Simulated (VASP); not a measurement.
Write the native input for VASP 6.6.1 that does the following.

| Quantity | Value |
| --- | --- |
| Task | electric field gradients |
| Functional | PBEsol |
| Potentials or basis | VASP PAW PBE potentials, release 64 (Zn, S) |
| Cutoff | 520 eV |
| k mesh | 8 × 8 × 5 |
| Occupations | fermi-dirac, width 0.03 eV |
| Spin | no spin polarisation |
| Dipole correction | no |
| Further INCAR settings | ALGO = Normal; EDIFF = 1e-08; NBANDS = 26 |

The structure of ZnS lies in POSCAR:

```
ZnS
1.0
    3.8236600001      0.0000000000      0.0000000000
   -1.9118300001      3.3113866955      0.0000000000
    0.0000000000      0.0000000000      6.2547111156
Zn S
2 2
Direct
    0.3333333333      0.6666666667      0.0000000000
    0.6666666667      0.3333333333      0.5000000000
    0.3333333333      0.6666666667      0.3850000000
    0.6666666667      0.3333333333      0.8850000000
```

This cell differs from its parent crystal: volume scaled by 1.01.

One way to write it, as run:

INCAR

```
PREC = Accurate ; ENCUT = 520
EDIFF = 1E-8 ; ISMEAR = -1
SIGMA = 0.03 ; LREAL = F
LASPH = T ; NELM = 60
ALGO = Normal ; ISIF = 2
LWAVE = F ; LCHARG = F
GGA = PS ; LEFG = T
NBANDS = 26
```

KPOINTS

```
Automatic mesh
0
Gamma
  8 8 5
```

Potentials or basis: VASP PAW PBE potentials, release 64 (Zn, S).

Run with:

```sh
$ cat potpaw_PBE.64/Zn/POTCAR potpaw_PBE.64/S/POTCAR > POTCAR
$ mpirun -np 1 vasp_std > vasp.out
```

It gave:

- Pressure: -1.8 GPa
- Largest force: 0.297 eV/Å
- Band gap on the k mesh: 2.07 eV, direct

Caveat: without QUAD_EFG the Cq values of the log hold for a quadrupole moment of 1 mb, not for the nuclei; the PAW data sets were made with another functional, which shifts forces and pressure a little.

Run time: 25 s on 1 thread of Intel(R) Xeon(R) 6975P-C (Granite Rapids), on a shared host, peak memory 0.2 GiB.
